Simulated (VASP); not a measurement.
Here is a VASP 6.6.1 calculation.

File INCAR:

```
PREC     = Accurate       # precision mode
ENCUT    = 520            # plane-wave cutoff, eV
EDIFF    = 1E-6           # SCF threshold, eV
ISMEAR   = 0              # smearing method
SIGMA    = 0.1            # smearing width, eV
LREAL    = False          # projectors in reciprocal space
LASPH    = True           # aspherical terms in the spheres
NELM     = 60             # most SCF steps
ALGO     = Fast           # electronic algorithm
ISIF     = 2              # what is computed and relaxed
LWAVE    = False          # write WAVECAR
LCHARG   = False          # write CHGCAR
GGA      = PE             # functional
NBANDS   = 16             # bands
```

KPOINTS

```
regular mesh
0
Gamma
  4 4 4
```

POSCAR

```
Al4As
1.0
    4.0808499100      0.0000000000      0.0000000000
    0.0000000000      4.0808499100      0.0000000000
    0.0000000000      0.0000000000      5.7711932900
Al As
4 1
Direct
    0.5000000000      0.0000000000      0.2500000000
    0.0000000000      0.5000000000      0.7500000000
    0.5000000000      0.0000000000      0.7500000000
    0.0000000000      0.5000000000      0.2500000000
    0.0000000000      0.0000000000      0.0000000000
```

Potentials or basis: VASP PAW PBE potentials, release 64 (Al, As).

Launch:

```sh
$ cat potpaw_PBE.64/Al/POTCAR potpaw_PBE.64/As/POTCAR > POTCAR
$ mpirun -np 1 vasp_std > vasp.out
```

Question: What does it give for the largest force?

Answer: 2.011 eV/Å.

Question: Predict the pressure.

Answer: 8.6 GPa.

Stress tensor (GPa, compression positive):
```
 7.11  0.00  0.00
 0.00  7.11  0.00
 0.00  0.00 11.68
```

Caveat: the k points lie up to 0.38 Å⁻¹ apart; forces of over 1 eV/Å act on the atoms, so gaps and moduli don't describe the material at rest.
